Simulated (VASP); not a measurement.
# Be (C2/m) in VASP: electric field gradients with PBEsol

Aim: the electric field gradients of Be with PBEsol.

Program: VASP 6.6.1. These are calculated values, not measurements. Logs are shortened: lines on timing, memory, paths and dates and some standing lists are left out, and cuts for length are marked.

### Step 1. The cell of the first run

It takes space group C2/m (No. 12, monoclinic). Conventional cell: a = 3.884 Å, b = 2.242 Å, c = 3.633 Å, α = 90.00°, β = 90.00°, γ = 90.00°. Within 1.9 Å of Be (site symmetry m) lie 1 Be at 1.43 Å.

### Step 2. Electric field gradients, PBEsol (shortest bond scaled by 0.64)

Input file INCAR:

```
  PREC = Accurate
  ENCUT = 520
  EDIFF = 1E-8
  ISMEAR = -1
  SIGMA = 0.05
  LREAL = False
  LASPH = True
  NELM = 80
  ALGO = Normal
  ISIF = 2
  LWAVE = False
  LCHARG = False
  GGA = PS
  LEFG = True
  NBANDS = 9
```

Input file KPOINTS:

```
regular mesh
0
Gamma
  15 15 8
```

Input file POSCAR:

```
Be
1.0
    2.2424371395      0.0000000000      0.0000000000
   -1.1212185697      1.9420075292      0.0000000000
    0.0000000000      0.0000000000      3.6327481659
Be
2
Direct
    0.2133333333      0.6066666667      0.1600000000
    0.7866666667      0.3933333333      0.8400000000
```

Potentials or basis: VASP PAW PBE potentials, release 64 (Be).

The run is started by

```
$ cat potpaw_PBE.64/Be/POTCAR > POTCAR
$ mpirun -np 1 vasp_std > vasp.out
```

OUTCAR:

```text
PREC = Accurate
   ENCUT = 520
   EDIFF = 1E-8
   ISMEAR = -1
   LREAL = False
   LASPH = True
   NELM = 80
   ISIF = 2
   GGA = PS

 ion  position               nearest neighbor table
   1  0.213  0.607  0.160-   2 1.43   2 1.96   2 1.96
   2  0.787  0.393  0.840-   1 1.43   1 1.96   1 1.96

  LATTYP: Found a hexagonal cell.
 ALAT       =     2.2424371395
 C/A-ratio  =     1.6200000000

  Lattice vectors:

 A1 = (   2.2424371395,   0.0000000000,   0.0000000000)
 A2 = (  -1.1212185697,   1.9420075292,   0.0000000000)
 A3 = (   0.0000000000,   0.0000000000,   3.6327481659)

Analysis of symmetry for initial positions (statically):
=====================================================================
 Subroutine PRICEL returns:
 Original cell was already a primitive cell.

 Routine SETGRP: Setting up the symmetry group for a
 hexagonal supercell.

 Subroutine GETGRP returns: Found  4 space group operations
 (whereof  4 operations were pure point group operations)
 out of a pool of 24 trial point group operations.

The static configuration has the point symmetry C_2h.

Analysis of symmetry for dynamics (positions and initial velocities):
=====================================================================
 Subroutine PRICEL returns:
 Original cell was already a primitive cell.

 Routine SETGRP: Setting up the symmetry group for a
 hexagonal supercell.

 Subroutine GETGRP returns: Found  4 space group operations
 (whereof  4 operations were pure point group operations)
 out of a pool of 24 trial point group operations.

The dynamic configuration has the point symmetry C_2h.

 Subroutine INISYM returns: Found  4 space group operations
 (whereof  4 operations are pure point group operations),
 and found     1 'primitive' translations

----------------------------------------------------------------------------------------

                                     Primitive cell

  volume of cell :      15.8200

  direct lattice vectors                    reciprocal lattice vectors
     2.242437139  0.000000000  0.000000000     0.445943381  0.257465531  0.000000000
    -1.121218570  1.942007529  0.000000000     0.000000000  0.514931062  0.000000000
     0.000000000  0.000000000  3.632748166     0.000000000  0.000000000  0.275273692

  length of vectors
     2.242437139  2.242437139  3.632748166     0.514931062  0.514931062  0.275273692

  position of ions in fractional coordinates (direct lattice)
     0.213333333  0.606666667  0.160000000
     0.786666667  0.393333333  0.840000000

  ion indices of the primitive-cell ions
   primitive index   ion index
                 1           1
                 2           2

----------------------------------------------------------------------------------------

 KPOINTS: regular mesh

Automatic generation of k-mesh.
 Grid dimensions read from file:
 generate k-points for:   15   15    8

 Generating k-lattice:

  Cartesian coordinates                     Fractional coordinates (reciprocal lattice)
     0.029729559  0.017164369  0.000000000     0.066666667  0.000000000  0.000000000
     0.000000000  0.034328737  0.000000000     0.000000000  0.066666667  0.000000000
     0.000000000  0.000000000  0.034409212     0.000000000  0.000000000  0.125000000

  Length of vectors
     0.034328737  0.034328737  0.034409212

  Shift w.r.t. Gamma in fractional coordinates (k-lattice)
     0.000000000  0.000000000  0.000000000

 Subroutine IBZKPT returns following result:
 ===========================================

 Found    488 irreducible k-points:

 Following reciprocal coordinates:
            Coordinates               Weight
  0.000000  0.000000  0.000000      1.000000
  0.066667  0.000000  0.000000      2.000000
  0.000000  0.066667  0.000000      4.000000
  0.133333 -0.000000  0.000000      2.000000
  0.000000  0.133333  0.000000      4.000000
  0.200000 -0.000000  0.000000      2.000000
[... 16 lines left out ...]
 -0.266667  0.200000  0.000000      4.000000
  0.266667  0.066667  0.000000      4.000000
 [... further k-points ...]
   k-points           NKPTS =    488   k-points in BZ     NKDIM =    488   number of bands    NBANDS=      9
   number of dos      NEDOS =    301   number of ions     NIONS =      2
   total plane-waves  NPLWV =   9072
   dimension x,y,z NGX =    18 NGY =   18 NGZ =   28
   dimension x,y,z NGXF=    36 NGYF=   36 NGZF=   56
   ions per type =               2
   NGX,Y,Z   is equivalent  to a cutoff of  13.34, 13.34, 12.81 a.u.
   NGXF,Y,Z  is equivalent  to a cutoff of  26.69, 26.69, 25.63 a.u.
 SYSTEM =  unknown system
   PREC   = accura    normal or accurate (medium, high low for compatibility)
   ISTART =      0    job   : 0-new  1-cont  2-samecut
   ICHARG =      2    charge: 1-file 2-atom 10-const
   ISPIN  =      1    spin polarized calculation?
   LNONCOLLINEAR =      F non collinear calculations
   LSORBIT =      F    spin-orbit coupling
   LASPH  =      T    aspherical Exc in radial PAW
   ENCUT  =  520.0 eV  38.22 Ry    6.18 a.u.   4.17  4.17  6.75*2*pi/ulx,y,z
   NELM   =     80;   NELMIN=  2; NELMDL= -5     # of ELM steps
   EDIFF  = 0.1E-07   stopping-criterion for ELM
   LREAL  =      F    real-space projection
   EDIFFG = 0.1E-06   stopping-criterion for IOM
   NSW    =      0    number of steps for IOM
   IBRION =     -1    ionic relax: 0-MD 1-quasi-New 2-CG
   NFREE  =      0    steps in history (QN), initial steepest desc. (CG)
   ISIF   =      2    stress and relaxation
   ISYM   =      2    0-nonsym 1-usesym 2-fastsym
   POTIM  = 0.5000    time-step for ionic-motion
   TEBEG  =    0.0;   TEEND  =   0.0 temperature during run
   PSTRESS=    0.0 pullay stress
   NELECT =       4.0000    total number of electrons
   NUPDOWN=      -1.0000    fix difference up-down
   EMIN   =  10.00;   EMAX   =-10.00  energy-range for DOS
   EFERMI =   0.00;   METHOD = LEGACY
   ISMEAR =    -1;   SIGMA  =   0.05  broadening in eV -4-tet -1-fermi 0-gaus
   EFERMI_NEDOS =   21; number of points for ismear=-14 and -15
   IALGO  =     38    algorithm
   IMIX   =      4    mixing-type and parameters
     AMIX     =   0.40;   BMIX     =  1.00
     AMIX_MAG =   1.60;   BMIX_MAG =  1.00
  volume/ion in A,a.u.               =       7.91        53.38
  Fermi-wavevector in a.u.,A,eV,Ry     =   1.035204  1.956252 14.580651  1.071648
  Thomas-Fermi vector in A             =   2.169536
   LORBIT       =      0    0 simple, 1 ext, 2 COOP (PROOUT), +10 PAW based schemes
   GGA     = PS    functional components
   LHFCALC =     F    Hartree Fock is set to
   AEXX    =    0.0000 exact exchange contribution
   IVDW    =     0    specifies the selected vdW correction
   LEPSILON=     F    determine dielectric tensor
   LRPA    =     F    only Hartree local field effects (RPA)
 non-spin polarized calculation
  energy-cutoff  :      520.00
  volume of cell :       15.82
 maximum number of plane-waves:       444
 NGX is ok and might be reduce to    18
   NGX =  9   NGY =  9   NGZ = 13

 number of electron       4.0000000 magnetization

 Free energy of the ion-electron system (eV)
  ---------------------------------------------------
  ext. energy  EPLUGINS =         0.00000000
  ---------------------------------------------------
  free energy    TOTEN  =        -4.67353956 eV

  energy without entropy =       -4.67158134  energy(sigma->0) =       -4.67256045

 E-fermi :   6.3222     XC(G=0): -10.4112

 val. band max:        6.3169387502   @ k =  -0.1333   0.3333   0.0000
 cond. band min:       6.3369171478   @ k =   0.4667  -0.2667   0.1250
 fundamental gap:      0.0199783976
 Fermi energy:         6.3222107637

 k-point     1 :       0.0000    0.0000    0.0000
  band No.  band energies     occupation
      1      -4.5804      2.00000
      2       3.3065      2.00000
      3       5.9364      1.99911
      4      20.8285      0.00000
      5      22.3914      0.00000
      6      24.4831      0.00000
      7      26.2423      0.00000
      8      31.0506      0.00000
      9      32.2465      0.00000

 k-point     2 :       0.0667    0.0000    0.0000
  band No.  band energies     occupation
      1      -4.4657      2.00000
      2       3.4661      2.00000
      3       5.9896      1.99742
      4      20.1160      0.00000
      5      21.2597      0.00000
      6      25.4955      0.00000
      7      26.2804      0.00000
      8      29.1838      0.00000
      9      32.5113      0.00000

 k-point     3 :       0.0000    0.0667    0.0000
  band No.  band energies     occupation
      1      -4.4659      2.00000
      2       3.4676      2.00000
      3       6.0232      1.99496
      4      19.9670      0.00000
      5      21.9588      0.00000
      6      23.7106      0.00000
      7      26.5507      0.00000
      8      30.7669      0.00000
      9      33.2348      0.00000

 k-point     4 :       0.1333   -0.0000    0.0000
  band No.  band energies     occupation
      1      -4.1211      2.00000
      2       3.9429      2.00000
      3       6.1301      1.95798
      4      18.2956      0.00000
      5      19.5977      0.00000
      6      26.1260      0.00000
      7      26.5948      0.00000
      8      27.3582      0.00000
      9      30.5967      0.00000

 k-point     5 :       0.0000    0.1333    0.0000
  band No.  band energies     occupation
      1      -4.1228      2.00000
      2       3.9493      2.00000
      3       6.2756      1.43503
      4      17.9685      0.00000
      5      20.3878      0.00000
      6      23.0740      0.00000
      7      26.0050      0.00000
      8      30.4747      0.00000
      9      32.4871      0.00000

 k-point     6 :       0.2000   -0.0000    0.0000
  band No.  band energies     occupation
      1      -3.5449      2.00000
      2       4.7254      2.00000
      3       6.2865      1.34265
      4      16.0510      0.00000
      5      18.0838      0.00000
      6      25.0141      0.00000
      7      26.2520      0.00000
      8      26.8707      0.00000
      9      27.7015      0.00000
[... 169 lines left out ...]
 k-point    21 :       0.2000    0.0667    0.0000
  band No.  band energies     occupation
      1      -3.0835      2.00000
      2       5.3296      2.00000
      3       6.4198      0.24859
      4      14.8867      0.00000
      5      16.7094      0.00000
      6      24.0677      0.00000
      7      25.2697      0.00000
      8      26.4956      0.00000
      9      27.5375      0.00000

 k-point    22 :      -0.0667    0.2667    0.0000
  band No.  band energies     occupation
      1      -3.0947      2.00000
      2       5.3810      2.00000
      3       7.0025      0.00000
      4      14.0992      0.00000
      5      17.1857      0.00000
      6      22.1928      0.00000
      7      23.3218      0.00000
      8      26.6326      0.00000
      9      30.6963      0.00000

 k-point    23 :      -0.2667    0.2000    0.0000
  band No.  band energies     occupation
      1      -3.0959      2.00000
      2       5.3631      2.00000
      3       6.8058      0.00013
      4      14.1454      0.00000
      5      17.3451      0.00000
      6      22.7800      0.00000
      7      23.5912      0.00000
      8      26.3186      0.00000
      9      31.1384      0.00000

 k-point    24 :       0.2667    0.0667    0.0000
  band No.  band energies     occupation
      1      -2.1568      2.00000
      2       5.9281      1.99925
      3       6.8206      0.00009
      4      13.0946      0.00000
      5      15.7549      0.00000
      6      22.0338      0.00000
      7      22.4395      0.00000
      8      25.8713      0.00000
      9      27.0033      0.00000

 [... further k-points ...]
[... 5 lines left out ...]
  --------------------------------------------------------------------------------------
  -------------------------------------------------------------------------------------
  Total        3.4765651      0.5326805     10.0576586      2.5494788      3.4127758      5.9110982
  in kB      352.0906301     53.9474510   1018.5937199    258.1995671    345.6303412    598.6490225
  external PRESSURE =     474.8772670 kB  Pullay stress =       0.0000000 kB

 VOLUME and BASIS-vectors are now :
 -----------------------------------------------------------------------------
  energy-cutoff  :      520.00
  volume of cell :       15.82
      direct lattice vectors                 reciprocal lattice vectors
     2.242437139  0.000000000  0.000000000     0.445943381  0.257465531  0.000000000
    -1.121218570  1.942007529  0.000000000     0.000000000  0.514931062  0.000000000
     0.000000000  0.000000000  3.632748166     0.000000000  0.000000000  0.275273692

 POSITION                                       TOTAL-FORCE (eV/Angst)
 -----------------------------------------------------------------------------------
     -0.20182      1.17815      0.58124         5.450742      3.146987     10.517969
      1.32304      0.76386      3.05151        -5.450742     -3.146987    -10.517969
 -----------------------------------------------------------------------------------
    total drift:                               -0.000000     -0.000000     -0.000000

  FREE ENERGIE OF THE ION-ELECTRON SYSTEM (eV)
  ---------------------------------------------------
  free  energy   TOTEN  =        -4.6735395573 eV

  energy  without entropy=       -4.6715813368  energy(sigma->0) =       -4.67256045

 Electric field gradients (V/A^2)
---------------------------------------------------------------------
 ion       V_xx      V_yy      V_zz      V_xy      V_xz      V_yz
---------------------------------------------------------------------
   1      -2.914    -1.586     4.500    -1.151     3.701     2.137
   2      -2.914    -1.586     4.500    -1.151     3.701     2.137
---------------------------------------------------------------------

 Electric field gradients after diagonalization (V/A^2)
 (convention: |V_zz| > |V_xx| > |V_yy|)
----------------------------------------------------------------------
 ion       V_xx      V_yy      V_zz     asymmetry (V_yy - V_xx)/ V_zz
----------------------------------------------------------------------
   1      -5.420    -0.921     6.341       0.709
   2      -5.420    -0.921     6.341       0.709
----------------------------------------------------------------------

           NMR quadrupolar parameters

 Cq : quadrupolar parameter    Cq=e*Q*V_zz/h
 eta: asymmetry parameters     (V_yy - V_xx)/ V_zz
 Q  : nuclear electric quadrupole moment in mb (millibarn)
----------------------------------------------------------------------
 ion       Cq(MHz)       eta       Q (mb)
----------------------------------------------------------------------
   1       0.015       0.709       1.000
   2       0.015       0.709       1.000
----------------------------------------------------------------------
```

Run time: 49 s. Hardware: 1 thread of Intel Xeon Platinum 8375C at 2.90GHz (Ice Lake), shared host; peak memory 0.17 GiB.

What came out:

* Free energy: -4.6735 eV
* Pressure: 47.5 GPa
* Largest force: 12.257 eV/Å
* Band gap on the k mesh: zero (band 2 reaches 7.51 eV, above the bottom of band 3 at 5.80 eV)

Forces in eV/Å, atoms in the order of the input:
```
Be    5.451   3.147  10.518
Be   -5.451  -3.147 -10.518
```

Stress tensor (GPa, compression positive):
```
 35.21  25.82  59.86
 25.82   5.39  34.56
 59.86  34.56 101.86
```

Electric field gradients, principal values (V/Å²):
```csv
atom,least,middle,greatest (by size)
1 Be,-0.921,-5.420,6.341
2 Be,-0.921,-5.420,6.341
```

Caveat: the cell differs from its parent crystal (shortest bond scaled by 0.64); without QUAD_EFG the Cq values of the log hold for a quadrupole moment of 1 mb, not for the nuclei; the PAW data sets were made with another functional, which shifts forces and pressure a little.
